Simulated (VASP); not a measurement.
Here is a VASP 6.6.1 calculation.

The input INCAR:

```
PREC = Accurate
ENCUT = 750
EDIFF = 1E-6
ISMEAR = 0
SIGMA = 0.1
LREAL = F
LASPH = T
NELM = 200
ALGO = Normal
ISIF = 2
LWAVE = F
LCHARG = T
ISPIN = 2
MAGMOM = 0 0 1
LORBIT = 11
GGA = PE
LELF = T
LVHAR = T
NBANDS = 29
GGA_COMPAT = F
```

File KPOINTS:

```
Automatic mesh
0
Gamma
  6 6 4
```

POSCAR

```
MgCdO
1.0
    3.1721165802      0.0000000000      0.0000000000
    0.0000000000      3.1721165802      0.0000000000
    0.0000000000      0.0000000000      6.7039446044
Mg Cd O
1 1 1
Direct
    0.0000000000      0.0000000000      0.5000000000
    0.0000000000      0.0000000000      0.0000000000
    0.5000000000      0.5000000000      0.0000000000
```

Potentials or basis: VASP PAW PBE potentials, release 64 (Mg_sv, Cd_sv_GW, O).

Command:

```sh
$ cat potpaw_PBE.64/Mg_sv/POTCAR potpaw_PBE.64/Cd_sv_GW/POTCAR potpaw_PBE.64/O/POTCAR > POTCAR
$ mpirun -np 1 vasp_std > vasp.out
```

(1) Estimate the net moment.

(2) Predict the band gap on the k mesh.

(3) What does it give for the pressure?

## Answers

(1) 0.00 μB per cell.

(2) zero (filled and empty bands overlap).

(3) -0.3 GPa.
